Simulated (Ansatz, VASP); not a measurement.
## One calculation of Hf, two programs

```
CELL_PARAMETERS angstrom
3.19670 0.00000 0.00000
-1.59835 2.76842 0.00000
0.00000 0.00000 5.20953
ATOMIC_POSITIONS crystal
Hf 0.33333 0.66667 0.25000
Hf 0.66667 0.33333 0.75000
```

Change from the starting cell: zz strain of +3 %, crystal datasets.

Alike in both runs: task electric field gradients; functional PBE; k mesh 13 × 13 × 7; occupations fermi-dirac, width 0.05 eV; no spin polarisation.

|  | VASP | Ansatz |
| --- | --- | --- |
| version | VASP 6.6.1 | Ansatz 0.2.0 |
| potentials or method | VASP PAW PBE potentials, release 64 (Hf_pv), cutoff 400 eV | all-electron PAW with datasets made for the crystal, scalar-relativistic |

|  | VASP | Ansatz | Ansatz less VASP |
| --- | --- | --- | --- |
| pressure (GPa) | -2.8 | -2.3 | +0.50 |
| traceless stress, the component that is largest in VASP (GPa) | -2.51 | -2.46 | +0.049 |
| size of Vzz on the site where it differs most (V/Å²) | 47.3 | 55.5 | +8.20 |

Ansatz ran all-electron here, and VASP with PAW potentials.

Neither program's run includes spin-orbit coupling.
